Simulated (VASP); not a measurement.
BC6: single point with PBE

The system is BC6.

```
C B
1.0
     4.97300   -0.19666    0.02259
    -0.19666    4.92961   -0.10694
     0.02259   -0.10694    4.82446
C B
12 2
Direct
  0.19716 0.90933 0.13935
  0.30701 0.24548 0.71642
  0.48807 0.55729 0.31687
  0.97147 0.55302 0.97710
  0.74182 0.02056 0.18196
  0.97535 0.63714 0.46500
  0.67452 0.51043 0.53624
  0.49585 0.81943 0.21336
  0.94715 0.78949 0.22676
  0.12072 0.05300 0.88582
  0.61247 0.30464 0.75515
  0.98735 0.75241 0.76631
  0.19994 0.45565 0.48391
  0.82007 0.19330 0.94522
```

```
Program             : VASP 6.6.1
Task                : single point
Functional          : PBE
Potentials or basis : VASP PAW PBE potentials, release 64 (C, B)
Cutoff              : 520 eV
k mesh              : 1 × 1 × 1, shifted
Occupations         : fermi-dirac, width 0.2482 eV
Spin                : no spin polarisation
```

The pressure is -8.3 GPa. The largest force is 8.009 eV/Å and the band gap on the k mesh is 0.57 eV.

Forces on the atoms (eV/Å):
```
C    5.136  0.387 -1.387
C    1.446  0.041  0.197
C   -1.839 -0.126  4.703
C   -1.484  3.106  0.040
C   -3.894 -6.883  1.266
C   -4.017 -0.975  4.969
C    1.238 -1.819 -1.674
C   -1.784  4.771 -1.939
C    0.981  0.263 -0.173
C   -0.142 -0.221 -2.112
C   -4.537  0.679 -3.658
C    2.528 -0.421 -0.854
B    4.410 -1.799  0.118
B    1.958  2.998  0.502
```

Stress tensor (GPa, compression positive):
```
-10.34  -3.80  -8.71
 -3.80 -21.19   4.65
 -8.71   4.65   6.73
```

Levels at points of the mesh, in eV from the valence-band top:
```csv
k point,band 24,band 25,band 26,band 27,band 28,band 29,band 30,band 31
"(0.25, 0.25, 0.25)",-2.27,-1.84,-0.49,0.00,0.57,2.00,2.35,3.24
```

It took 35 s on 1 thread of Intel Xeon 6975P-C (shared host), peak memory 0.21 GiB.

Caveat: the k points lie up to 1.30 Å⁻¹ apart.
